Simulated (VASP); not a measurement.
A run of VASP 6.6.1 is set up as follows.

Contents of POSCAR:

```
TiO2
1.0
    1.5072475912      0.8702098024      7.0277811357
   -1.5072475912      0.8702098024      7.0277811357
    0.0000000000     -1.7404196050      7.0277811357
Ti O
1 2
Direct
    0.0000000000      0.0000000000      0.0000000000
    0.3795330000      0.3795330000      0.3795330000
    0.6204670000      0.6204670000      0.6204670000
```

Contents of INCAR.step1:

```
  PREC = Accurate
  ENCUT = 520
  ISMEAR = -1
  SIGMA = 0.05
  LREAL = F
  LASPH = T
  NELM = 80
  NBANDS = 19
  GGA = PE
  ALGO = Normal
  EDIFF = 1E-4
  LWAVE = T
  LCHARG = F
```

INCAR.step2

```
  PREC = Accurate
  ENCUT = 520
  EDIFF = 1E-6
  ISMEAR = -1
  SIGMA = 0.05
  LREAL = F
  LASPH = T
  NELM = 80
  ALGO = Normal
  ISIF = 2
  LWAVE = F
  LCHARG = F
  METAGGA = R2SCAN
  LMIXTAU = T
  NBANDS = 19
  ISTART = 1
```

KPOINTS

```
Automatic mesh
0
Gamma
  10 10 10
```

Potentials or basis: VASP PAW PBE potentials, release 64 (Ti_sv, O).

Launch:

```sh
$ cat potpaw_PBE.64/Ti_sv/POTCAR potpaw_PBE.64/O/POTCAR > POTCAR
$ cp INCAR.step1 INCAR
$ mpirun -np 1 vasp_std > vasp.out
$ cp INCAR.step2 INCAR
$ mpirun -np 1 vasp_std > vasp.out
```

What does it give for the largest force?

0.637 eV/Å.

What does it give for the band gap on the k mesh?

3.02 eV (least direct gap 3.24 eV).

Predict the pressure.

-5.0 GPa.

Forces on the atoms (eV/Å):
```
Ti   0.000  0.000  0.000
O    0.000  0.000 -0.637
O    0.000  0.000  0.637
```

Caveat: the cell stands under tension; the PAW data sets were made with another functional, which shifts forces and pressure a little. A k mesh can miss the band edges.
